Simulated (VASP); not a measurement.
# ZnS (P6_3mc) in VASP: a series of runs

The runs below take ZnS through single point, with PBE.

All numbers are computed with VASP 6.6.1; they aren't measurements. Logs are shortened: lines on timing, memory, paths and dates and some standing lists are left out, and cuts for length are marked.

### Step 1. The cell of the first run

The structure is hexagonal, space group P6_3mc (No. 186). The conventional cell has a = 3.767 Å, b = 3.767 Å, c = 6.175 Å, α = 90.00°, β = 90.00°, γ = 120.00°. Within 3.1 Å of Zn (site symmetry 3m) lie 4 S at 2.31 Å. S (site symmetry 3m) has 4 Zn at 2.31 Å within 3.1 Å.

### Step 2. Single point, PBE

File INCAR:

```
SYSTEM = ZnS
PREC = Accurate
ENCUT = 520
EDIFF = 1E-7
ISMEAR = -1
SIGMA = 0.02
LREAL = .False.
LASPH = .True.
NELM = 80
ALGO = Normal
ISIF = 2
LWAVE = .False.
LCHARG = .False.
GGA = PE
NBANDS = 26
```

File KPOINTS:

```
regular mesh
0
Gamma
  10 10 6
  0 0 0
```

File POSCAR:

```
ZnS
1.0
    3.7673514501      0.0000000000      0.0000000000
   -1.8836757250      3.2626220607      0.0000000000
    0.0000000000      0.0000000000      6.1749674063
Zn S
2 2
Direct
    0.3333333300      0.6666666700      0.0001396800
    0.6666666700      0.3333333300      0.5001396800
    0.3333333300      0.6666666700      0.3748603200
    0.6666666700      0.3333333300      0.8748603200
```

Potentials or basis: VASP PAW PBE potentials, release 64 (Zn, S).

On the command line:

```sh
> cat potpaw_PBE.64/Zn/POTCAR potpaw_PBE.64/S/POTCAR > POTCAR
> mpirun -np 1 vasp_std > vasp.out
```

OUTCAR:

```text
SYSTEM = ZnS
   PREC = Accurate
   ENCUT = 520
   EDIFF = 1E-7
   ISMEAR = -1
   LREAL = .False.
   LASPH = .True.
   NELM = 80
   ISIF = 2
   GGA = PE

 ion  position               nearest neighbor table
   1  0.333  0.667  0.000-   4 2.31   4 2.31   4 2.31   3 2.31
   2  0.667  0.333  0.500-   3 2.31   3 2.31   3 2.31   4 2.31
   3  0.333  0.667  0.375-   2 2.31   2 2.31   2 2.31   1 2.31
   4  0.667  0.333  0.875-   1 2.31   1 2.31   1 2.31   2 2.31

  LATTYP: Found a hexagonal cell.
 ALAT       =     3.7673514501
 C/A-ratio  =     1.6390738927

  Lattice vectors:

 A1 = (   3.7673514501,   0.0000000000,   0.0000000000)
 A2 = (  -1.8836757250,   3.2626220607,   0.0000000000)
 A3 = (   0.0000000000,   0.0000000000,   6.1749674063)

Analysis of symmetry for initial positions (statically):
=====================================================================
 Subroutine PRICEL returns:
 Original cell was already a primitive cell.

 Routine SETGRP: Setting up the symmetry group for a
 hexagonal supercell.

 Subroutine GETGRP returns: Found 12 space group operations
 (whereof  6 operations were pure point group operations)
 out of a pool of 24 trial point group operations.

The static configuration has the point symmetry C_3v.
 The point group associated with its full space group is C_6v.

Analysis of symmetry for dynamics (positions and initial velocities):
=====================================================================
 Subroutine PRICEL returns:
 Original cell was already a primitive cell.

 Routine SETGRP: Setting up the symmetry group for a
 hexagonal supercell.

 Subroutine GETGRP returns: Found 12 space group operations
 (whereof  6 operations were pure point group operations)
 out of a pool of 24 trial point group operations.

The dynamic configuration has the point symmetry C_3v.
 The point group associated with its full space group is C_6v.

 Subroutine INISYM returns: Found 12 space group operations
 (whereof  6 operations are pure point group operations),
 and found     1 'primitive' translations

----------------------------------------------------------------------------------------

                                     Primitive cell

  volume of cell :      75.8993

[... 83 lines left out ...]
   PREC   = accura    normal or accurate (medium, high low for compatibility)
   ISTART =      0    job   : 0-new  1-cont  2-samecut
   ICHARG =      2    charge: 1-file 2-atom 10-const
   ISPIN  =      1    spin polarized calculation?
   LNONCOLLINEAR =      F non collinear calculations
   LSORBIT =      F    spin-orbit coupling
   LASPH  =      T    aspherical Exc in radial PAW
   ENCUT  =  520.0 eV  38.22 Ry    6.18 a.u.   7.00  7.00 11.48*2*pi/ulx,y,z
   NELM   =     80;   NELMIN=  2; NELMDL= -5     # of ELM steps
   EDIFF  = 0.1E-06   stopping-criterion for ELM
   LREAL  =      F    real-space projection
   EDIFFG = 0.1E-05   stopping-criterion for IOM
   NSW    =      0    number of steps for IOM
   IBRION =     -1    ionic relax: 0-MD 1-quasi-New 2-CG
   NFREE  =      0    steps in history (QN), initial steepest desc. (CG)
   ISIF   =      2    stress and relaxation
   ISYM   =      2    0-nonsym 1-usesym 2-fastsym
   POTIM  = 0.5000    time-step for ionic-motion
   TEBEG  =    0.0;   TEEND  =   0.0 temperature during run
   PSTRESS=    0.0 pullay stress
   NELECT =      36.0000    total number of electrons
   NUPDOWN=      -1.0000    fix difference up-down
   EMIN   =  10.00;   EMAX   =-10.00  energy-range for DOS
   EFERMI =   0.00;   METHOD = LEGACY
   ISMEAR =    -1;   SIGMA  =   0.02  broadening in eV -4-tet -1-fermi 0-gaus
   EFERMI_NEDOS =   21; number of points for ismear=-14 and -15
   IALGO  =     38    algorithm
   IMIX   =      4    mixing-type and parameters
     AMIX     =   0.40;   BMIX     =  1.00
     AMIX_MAG =   1.60;   BMIX_MAG =  1.00
  volume/ion in A,a.u.               =      18.97       128.05
  Fermi-wavevector in a.u.,A,eV,Ry     =   1.276722  2.412655 22.177769  1.630020
  Thomas-Fermi vector in A             =   2.409362
   LORBIT       =      0    0 simple, 1 ext, 2 COOP (PROOUT), +10 PAW based schemes
   GGA     = PE    functional components
   LHFCALC =     F    Hartree Fock is set to
   AEXX    =    0.0000 exact exchange contribution
   IVDW    =     0    specifies the selected vdW correction
   LEPSILON=     F    determine dielectric tensor
   LRPA    =     F    only Hartree local field effects (RPA)
 non-spin polarized calculation
  energy-cutoff  :      520.00
  volume of cell :       75.90
 maximum number of plane-waves:      2064
 NGX is ok and might be reduce to    28
   NGX = 13   NGY = 13   NGZ = 23

 number of electron      35.9999969 magnetization

 Free energy of the ion-electron system (eV)
  ---------------------------------------------------
  ext. energy  EPLUGINS =         0.00000000
  ---------------------------------------------------
  free energy    TOTEN  =       -13.61775701 eV

  energy without entropy =      -13.61775701  energy(sigma->0) =      -13.61775701

 E-fermi :   2.8942     XC(G=0):  -9.8082

 val. band max:        2.4950203947   @ k =   0.0000   0.0000   0.0000
 cond. band min:       4.8611507295   @ k =   0.0000   0.0000   0.0000
 fundamental gap:      2.3661303349
 Fermi energy:         2.8942485767

 k-point     1 :       0.0000    0.0000    0.0000
  band No.  band energies     occupation
      1     -10.9495      2.00000
      2      -9.9446      2.00000
      3      -4.0091      2.00000
      4      -3.9964      2.00000
      5      -3.9964      2.00000
      6      -3.9088      2.00000
[... 685 lines left out ...]
     25      11.9221      0.00000
     26      13.3140      0.00000

 [... further k-points ...]
[... 5 lines left out ...]
  --------------------------------------------------------------------------------------
  -------------------------------------------------------------------------------------
  Total        2.3927075      2.3927075      2.4460908      0.0000000      0.0000000      0.0000000
  in kB       50.5082851     50.5082851     51.6351661      0.0000000      0.0000000      0.0000000
  external PRESSURE =      50.8839121 kB  Pullay stress =       0.0000000 kB

 VOLUME and BASIS-vectors are now :
 -----------------------------------------------------------------------------
  energy-cutoff  :      520.00
  volume of cell :       75.90
      direct lattice vectors                 reciprocal lattice vectors
     3.767351450  0.000000000  0.000000000     0.265438469  0.153250971  0.000000000
    -1.883675725  3.262622061  0.000000000     0.000000000  0.306501943  0.000000000
     0.000000000  0.000000000  6.174967406     0.000000000  0.000000000  0.161944175

 POSITION                                       TOTAL-FORCE (eV/Angst)
 -----------------------------------------------------------------------------------
     -0.00000      2.17508      0.00086         0.000000     -0.000000      0.018765
      1.88368      1.08754      3.08835        -0.000000     -0.000000      0.018765
     -0.00000      2.17508      2.31475        -0.000000     -0.000000     -0.018765
      1.88368      1.08754      5.40223         0.000000      0.000000     -0.018765
 -----------------------------------------------------------------------------------
    total drift:                               -0.000011      0.000005      0.000956

  FREE ENERGIE OF THE ION-ELECTRON SYSTEM (eV)
  ---------------------------------------------------
  free  energy   TOTEN  =       -13.6177570053 eV

  energy  without entropy=      -13.6177570053  energy(sigma->0) =      -13.61775701
```

Wall time 54 s (1 thread of Intel Xeon Platinum 8559C (Emerald Rapids), shared host); peak memory 0.24 GiB.

Results:

```yaml
Free_energy: -13.6178 eV
Pressure: 5.1 GPa
Largest_force: 0.019 eV/Å
Band_gap_on_the_k_mesh: 2.37 eV, direct
```

Forces in eV/Å, atoms in the order of the input:
```
Zn   0.000  0.000  0.019
Zn   0.000  0.000  0.019
S    0.000  0.000 -0.019
S    0.000  0.000 -0.019
```

Levels at points of the mesh, in eV from the valence-band top:
| k point | band 14 | band 15 | band 16 | band 17 | band 18 | band 19 | band 20 | band 21 | band 22 | band 23 |
| --- | --- | --- | --- | --- | --- | --- | --- | --- | --- | --- |
| (0.00, 0.00, 0.00) | -0.95 | -0.95 | -0.08 | 0.00 | 0.00 | 2.37 | 3.16 | 6.28 | 6.28 | 6.56 |
| (0.50, 0.00, 0.00) | -4.26 | -3.44 | -2.37 | -1.78 | -0.94 | 3.63 | 4.34 | 5.09 | 6.90 | 7.55 |
| (0.00, 0.00, 0.50) | -2.94 | -0.50 | -0.50 | -0.50 | -0.50 | 3.66 | 3.66 | 6.75 | 6.75 | 6.75 |
| (0.50, 0.00, 0.50) | -5.03 | -1.71 | -1.71 | -1.71 | -1.71 | 3.56 | 3.56 | 5.20 | 5.20 | 8.87 |

### Step 3. Single point, PBE

This run uses another cell than the first one, of 19.56 Å³/atom, 1.031 times its volume.

File INCAR:

```
SYSTEM = ZnS
  PREC = Accurate
  ENCUT = 520
  EDIFF = 1E-6
  ISMEAR = -1
  SIGMA = 0.02
  LREAL = .False.
  LASPH = .True.
  NELM = 80
  ALGO = Normal
  ISIF = 2
  LWAVE = .False.
  LCHARG = .False.
  GGA = PE
  NBANDS = 26
```

File KPOINTS:

```
Automatic mesh
0
Gamma
  10 10 6
  0 0 0
```

File POSCAR:

```
ZnS
1.0
    3.8057964671      0.0000000000      0.0000000000
   -1.9028982335      3.2959164221      0.0000000000
    0.0000000000      0.0000000000      6.2379816300
Zn S
2 2
Direct
    0.3333333300      0.6666666700      0.0001396800
    0.6666666700      0.3333333300      0.5001396800
    0.3333333300      0.6666666700      0.3748603200
    0.6666666700      0.3333333300      0.8748603200
```

Potentials or basis: VASP PAW PBE potentials, release 64 (Zn, S).

On the command line:

```sh
> cat potpaw_PBE.64/Zn/POTCAR potpaw_PBE.64/S/POTCAR > POTCAR
> mpirun -np 1 vasp_std > vasp.out
```

OUTCAR:

```text
SYSTEM = ZnS
   PREC = Accurate
   ENCUT = 520
   EDIFF = 1E-6
   ISMEAR = -1
   LREAL = .False.
   LASPH = .True.
   NELM = 80
   ISIF = 2
   GGA = PE

 ion  position               nearest neighbor table
   1  0.333  0.667  0.000-   4 2.33   4 2.33   4 2.33   3 2.34
   2  0.667  0.333  0.500-   3 2.33   3 2.33   3 2.33   4 2.34
   3  0.333  0.667  0.375-   2 2.33   2 2.33   2 2.33   1 2.34
   4  0.667  0.333  0.875-   1 2.33   1 2.33   1 2.33   2 2.34

  LATTYP: Found a hexagonal cell.
 ALAT       =     3.8057964671
 C/A-ratio  =     1.6390738927

  Lattice vectors:

 A1 = (   3.8057964671,   0.0000000000,   0.0000000000)
 A2 = (  -1.9028982335,   3.2959164221,   0.0000000000)
 A3 = (   0.0000000000,   0.0000000000,   6.2379816300)

Analysis of symmetry for initial positions (statically):
=====================================================================
 Subroutine PRICEL returns:
 Original cell was already a primitive cell.

 Routine SETGRP: Setting up the symmetry group for a
 hexagonal supercell.

[... 165 lines left out ...]
  ext. energy  EPLUGINS =         0.00000000
  ---------------------------------------------------
  free energy    TOTEN  =       -13.67327351 eV

  energy without entropy =      -13.67327351  energy(sigma->0) =      -13.67327351

 E-fermi :   2.6285     XC(G=0):  -9.6636

 val. band max:        2.2025486206   @ k =   0.0000   0.0000   0.0000
 cond. band min:       4.4283294092   @ k =   0.0000   0.0000   0.0000
 fundamental gap:      2.2257807886
 Fermi energy:         2.6285187398

 k-point     1 :       0.0000    0.0000    0.0000
  band No.  band energies     occupation
      1     -11.0211      2.00000
      2     -10.0741      2.00000
      3      -4.1725      2.00000
      4      -4.1609      2.00000
      5      -4.1609      2.00000
      6      -4.0781      2.00000
[... 685 lines left out ...]
     25      11.5033      0.00000
     26      12.8881      0.00000

 [... further k-points ...]
[... 5 lines left out ...]
  --------------------------------------------------------------------------------------
  -------------------------------------------------------------------------------------
  Total        1.2057443      1.2057443      1.2389692      0.0000000      0.0000000      0.0000000
  in kB       24.6887981     24.6887981     25.3691114      0.0000000      0.0000000      0.0000000
  external PRESSURE =      24.9155692 kB  Pullay stress =       0.0000000 kB

 VOLUME and BASIS-vectors are now :
 -----------------------------------------------------------------------------
  energy-cutoff  :      520.00
  volume of cell :       78.25
      direct lattice vectors                 reciprocal lattice vectors
     3.805796467  0.000000000  0.000000000     0.262757089  0.151702876  0.000000000
    -1.902898233  3.295916422  0.000000000     0.000000000  0.303405752  0.000000000
     0.000000000  0.000000000  6.237981630     0.000000000  0.000000000  0.160308263

 POSITION                                       TOTAL-FORCE (eV/Angst)
 -----------------------------------------------------------------------------------
     -0.00000      2.19728      0.00087         0.000000     -0.000000      0.011191
      1.90290      1.09864      3.11986        -0.000000      0.000000      0.011191
     -0.00000      2.19728      2.33837         0.000000      0.000000     -0.011191
      1.90290      1.09864      5.45736         0.000000      0.000000     -0.011191
 -----------------------------------------------------------------------------------
    total drift:                               -0.000011      0.000005      0.000086

  FREE ENERGIE OF THE ION-ELECTRON SYSTEM (eV)
  ---------------------------------------------------
  free  energy   TOTEN  =       -13.6732735085 eV

  energy  without entropy=      -13.6732735085  energy(sigma->0) =      -13.67327351
```

OSZICAR:

```text
N       E                     dE             d eps       ncg     rms          rms(c)
DAV:   1     0.245502761618E+03    0.24550E+03   -0.17080E+04  2912   0.167E+03
DAV:   2     0.105371881833E+02   -0.23497E+03   -0.22422E+03  2980   0.352E+02
DAV:   3    -0.139313138347E+02   -0.24469E+02   -0.24213E+02  3500   0.113E+02
DAV:   4    -0.145202777282E+02   -0.58896E+00   -0.58766E+00  3420   0.174E+01
DAV:   5    -0.145291278049E+02   -0.88501E-02   -0.88475E-02  3514   0.212E+00    0.991E+00
DAV:   6    -0.136835013585E+02    0.84563E+00   -0.16361E+00  4374   0.371E+01    0.761E+00
DAV:   7    -0.136792442838E+02    0.42571E-02   -0.12463E+00  3078   0.654E+00    0.346E+00
DAV:   8    -0.136724783843E+02    0.67659E-02   -0.34824E-02  3602   0.175E+00    0.980E-01
DAV:   9    -0.136729154801E+02   -0.43710E-03   -0.93646E-03  3930   0.130E+00    0.231E-01
DAV:  10    -0.136730555789E+02   -0.14010E-03   -0.58440E-04  3422   0.333E-01    0.949E-02
DAV:  11    -0.136732706007E+02   -0.21502E-03   -0.33312E-04  3010   0.121E-01    0.544E-02
DAV:  12    -0.136732702254E+02    0.37528E-06   -0.14084E-05  3550   0.407E-02    0.105E-02
DAV:  13    -0.136732734455E+02   -0.32200E-05   -0.52655E-06  3010   0.177E-02    0.242E-03
DAV:  14    -0.136732735085E+02   -0.62997E-07   -0.58043E-07  2340   0.157E-02
   1 F= -.13673274E+02 E0= -.13673274E+02  d E =-.192573E-11
```

stdout:

```text
POSCAR found type information on POSCAR ZnS
 POSCAR found :  2 types and       4 ions
 scaLAPACK will be used
 LDA part: xc-table for (Slater+PW92), standard interpolation
 POSCAR, INCAR and KPOINTS ok, starting setup
 FFT: planning ... GRIDC
 FFT: planning ... GRID_SOFT
 FFT: planning ... GRID
 WAVECAR not read
 entering main loop
```

Run time: 52 s. Hardware: 1 thread of Intel Xeon Platinum 8559C (Emerald Rapids), shared host; peak memory 0.24 GiB.

Results:

- Free energy: -13.6733 eV
- Pressure: 2.5 GPa
- Largest force: 0.011 eV/Å
- Band gap on the k mesh: 2.23 eV, direct

Forces in eV/Å, atoms in the order of the input:
```
Zn   0.000  0.000  0.011
Zn   0.000  0.000  0.011
S    0.000  0.000 -0.011
S    0.000  0.000 -0.011
```

Levels at points of the mesh, in eV from the valence-band top:
```csv
k point,band 14,band 15,band 16,band 17,band 18,band 19,band 20,band 21,band 22,band 23
"(0.00, 0.00, 0.00)",-0.90,-0.90,-0.08,0.00,0.00,2.23,3.10,6.31,6.31,6.58
"(0.50, 0.00, 0.00)",-4.14,-3.29,-2.25,-1.69,-0.89,3.66,4.27,5.12,6.92,7.43
"(0.00, 0.00, 0.50)",-2.87,-0.47,-0.47,-0.47,-0.47,3.57,3.57,6.76,6.76,6.76
"(0.50, 0.00, 0.50)",-4.89,-1.64,-1.64,-1.62,-1.62,3.55,3.55,5.22,5.22,8.83
```

PBE gaps usually lie below the measured ones, often by a third to a half.
